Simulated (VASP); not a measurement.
Input of a VASP 6.6.1 run:

File POSCAR:

```
BN
1.0
    2.4982400000      0.0000000000      0.0000000000
   -1.2491200000      2.1635393048      0.0000000000
    0.0000000000      0.0000000000      6.6357000000
N B
2 2
Direct
    0.6666666667      0.3333333333      0.2500000000
    0.3333333333      0.6666666667      0.7500000000
    0.6666666667      0.3333333333      0.7500000000
    0.3333333333      0.6666666667      0.2500000000
```

INCAR.step1

```
ALGO = Normal ; EDIFF = 1E-5
ENCUT = 520 ; GGA = PE
ISIF = 2 ; ISMEAR = -1
LASPH = T ; LREAL = F
LWAVE = T ; NBANDS = 16
NELM = 100 ; PREC = Accurate
SIGMA = 0.05
```

INCAR.step2

```
AEXX = 0.25 ; ALGO = Normal
EDIFF = 1E-6 ; ENCUT = 520
GGA = PE ; HFSCREEN = 0.3
ISIF = 2 ; ISMEAR = -1
ISTART = 1 ; LASPH = T
LCHARG = T ; LELF = T
LHFCALC = T ; LREAL = F
LVHAR = T ; LWAVE = F
NBANDS = 16 ; NELM = 100
PREC = Accurate ; PRECFOCK = Normal
SIGMA = 0.05
```

Contents of KPOINTS:

```
k-points
0
Gamma
  7 7 3
```

Potentials or basis: VASP PAW PBE potentials, release 64 (N, B).

The run is started by

```console
$ cat potpaw_PBE.64/N/POTCAR potpaw_PBE.64/B/POTCAR > POTCAR
$ cp INCAR.step1 INCAR
$ mpirun -np 1 vasp_std > vasp.out
$ cp INCAR.step2 INCAR
$ mpirun -np 1 vasp_std > vasp.out
```

(1) What does it give for the band gap on the k mesh?

(2) Estimate the pressure.

Answers

(1) 5.60 eV, indirect (least direct gap 5.83 eV).

(2) 0.4 GPa.

Caveat: the PAW data sets were made with another functional, which shifts forces and pressure a little.
